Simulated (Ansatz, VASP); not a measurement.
**One calculation of MgO, two programs**

Contents of POSCAR:

```
MgO
1.0
    0.0000000000      2.1022130587      2.1022130587
    2.1022130587      0.0000000000      2.1022130587
    2.1022130587      2.1022130587      0.0000000000
Mg O
1 1
Direct
    0.0000000000      0.0000000000      0.0000000000
    0.5000000000      0.5000000000      0.5000000000
```

The input INCAR.step1:

```
SYSTEM = MgO
ALGO = Normal ; EDIFF = 1E-5
ENCUT = 750 ; GGA = PE
GGA_COMPAT = .FALSE. ; ISMEAR = 0
LASPH = .TRUE. ; LCHARG = .FALSE.
LREAL = .FALSE. ; LWAVE = .TRUE.
NBANDS = 15 ; NELM = 120
PREC = Accurate ; SIGMA = 0.05
```

INCAR.step2

```
SYSTEM = MgO
ALGO = Normal ; EDIFF = 1E-6
ENCUT = 750 ; GGA_COMPAT = .FALSE.
ISIF = 2 ; ISMEAR = 0
ISTART = 1 ; LASPH = .TRUE.
LCHARG = .TRUE. ; LELF = .TRUE.
LMIXTAU = .TRUE. ; LREAL = .FALSE.
LVHAR = .TRUE. ; LWAVE = .FALSE.
METAGGA = R2SCAN ; NBANDS = 15
NELM = 120 ; PREC = Accurate
SIGMA = 0.05
```

File KPOINTS:

```
k-points
0
G
  8 8 8
  0 0 0
```

Input for Ansatz:

```yaml
crystal:
  lattice:
    - [0.0, 2.1022130587, 2.1022130587]
    - [2.1022130587, 0.0, 2.1022130587]
    - [2.1022130587, 2.1022130587, 0.0]
  atoms:
    - { symbol: Mg, position: [0.0, 0.0, 0.0] }
    - { symbol: O, position: [0.5, 0.5, 0.5] }
basis:
  ecutwfc: 500
  ecutrho_ratio: 4
kpoints:
  mp_grid: { grid: [8, 8, 8] }
hamiltonian:
  xc: r2scan
scf:
  occupations: { method: gaussian, width: 0.05 }
output:
  forces: true
  stress: true
  eigenvalues: true
```

Alike in both runs: task single point; functional r2SCAN; k mesh 8 × 8 × 8; occupations gaussian, width 0.05 eV; no spin polarisation.

|  | VASP | Ansatz |
| --- | --- | --- |
| version | VASP 6.6.1 | Ansatz 0.2.0 |
| potentials or method | VASP PAW PBE potentials, release 64 (Mg_sv, O), cutoff 750 eV | scalar-relativistic, plane waves, PAW |
| valence electrons in the cell | 16 | 16 |

|  | VASP | Ansatz | Ansatz less VASP |
| --- | --- | --- | --- |
| gap on the k mesh at the Fermi level (eV) | 5.70 | 5.68 | -0.019 |
| least direct gap on the mesh (eV) | 5.70 | 5.68 | -0.019 |
| pressure (GPa) | 0.0 | 0.0 | +0.03 |

VASP's potentials were made for PBE, not for r2SCAN.
